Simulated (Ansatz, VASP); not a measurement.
InC2: VASP beside Ansatz

File INCAR:

```
ALGO = Normal
EDIFF = 1E-6
ENCUT = 520
GGA = PE
ISIF = 2
ISMEAR = 0
ISPIN = 2
LASPH = T
LCHARG = F
LORBIT = 11
LREAL = F
LWAVE = F
MAGMOM = 0 0 0 0 1 1 1 1 1 1 1 1
NBANDS = 58
NELM = 150
PREC = Accurate
SIGMA = 0.1
```

File KPOINTS:

```
k-points
0
Gamma
  4 4 4
```

File POSCAR:

```
InC2
1.0
    5.5565279478      0.0000000000      0.0000000000
    0.0000000000      5.5565279478      0.0000000000
    0.0000000000      0.0000000000      5.5565279478
In C
4 8
Direct
    0.0000000000      0.0000000000      0.0000000000
    0.5000000000      0.0000000000      0.5000000000
    0.5000000000      0.5000000000      0.0000000000
    0.0000000000      0.5000000000      0.5000000000
    0.5669167926      0.9330832074      0.0669167926
    0.9330832074      0.0669167926      0.5669167926
    0.0669167926      0.5669167926      0.9330832074
    0.4330832074      0.4330832074      0.4330832074
    0.5669167926      0.5669167926      0.5669167926
    0.9330832074      0.4330832074      0.0669167926
    0.0669167926      0.9330832074      0.4330832074
    0.4330832074      0.0669167926      0.9330832074
```

Input for Ansatz:

```yaml
crystal:
  lattice:
    - [5.5565279478, 0.0, 0.0]
    - [0.0, 5.5565279478, 0.0]
    - [0.0, 0.0, 5.5565279478]
  atoms:
    - { symbol: In, position: [0.0, 0.0, 0.0] }
    - { symbol: In, position: [0.5, 0.0, 0.5] }
    - { symbol: In, position: [0.5, 0.5, 0.0] }
    - { symbol: In, position: [0.0, 0.5, 0.5] }
    - { symbol: C, position: [0.5669167926, 0.9330832074, 0.0669167926], spin: 1.0 }
    - { symbol: C, position: [0.9330832074, 0.0669167926, 0.5669167926], spin: 1.0 }
    - { symbol: C, position: [0.0669167926, 0.5669167926, 0.9330832074], spin: 1.0 }
    - { symbol: C, position: [0.4330832074, 0.4330832074, 0.4330832074], spin: 1.0 }
    - { symbol: C, position: [0.5669167926, 0.5669167926, 0.5669167926], spin: 1.0 }
    - { symbol: C, position: [0.9330832074, 0.4330832074, 0.0669167926], spin: 1.0 }
    - { symbol: C, position: [0.0669167926, 0.9330832074, 0.4330832074], spin: 1.0 }
    - { symbol: C, position: [0.4330832074, 0.0669167926, 0.9330832074], spin: 1.0 }
basis:
  ecutwfc: 420
kpoints:
  mp_grid: { grid: [4, 4, 4] }
hamiltonian:
  xc: pbe
scf:
  occupations: { method: gaussian, width: 0.1 }
  lower_state_search: "off"
output:
  forces: true
  stress: true
  eigenvalues: true
  populations: true
magnetization:
  spin_polarized: true
```

Alike in both runs: task single point; functional PBE; k mesh 4 × 4 × 4; occupations gaussian, width 0.1 eV; collinear spin.

|  | VASP | Ansatz |
| --- | --- | --- |
| version | VASP 6.6.1 | Ansatz 0.2.0 |
| potentials or method | VASP PAW PBE potentials, release 64 (In_d, C), cutoff 520 eV | scalar-relativistic, plane waves, PAW |
| valence electrons in the cell | 84 | 84 |

|  | VASP | Ansatz | Ansatz less VASP |
| --- | --- | --- | --- |
| gap on the k mesh at the Fermi level (eV) | none | none | - |
| pressure (GPa) | 0.2 | 0.0 | -0.20 |
| rms of the force components (eV/Å) | 0.043 | 0.001 | -0.0423 |
| net moment per atom (μB) | 0.00 | 0.00 | 0.000 |

Atom by atom the forces differ by 0.043 eV/Å (rms over components). A gap of «none» marks a metal or a gap that the smearing closes. Ansatz's warnings: seeded moment not kept.
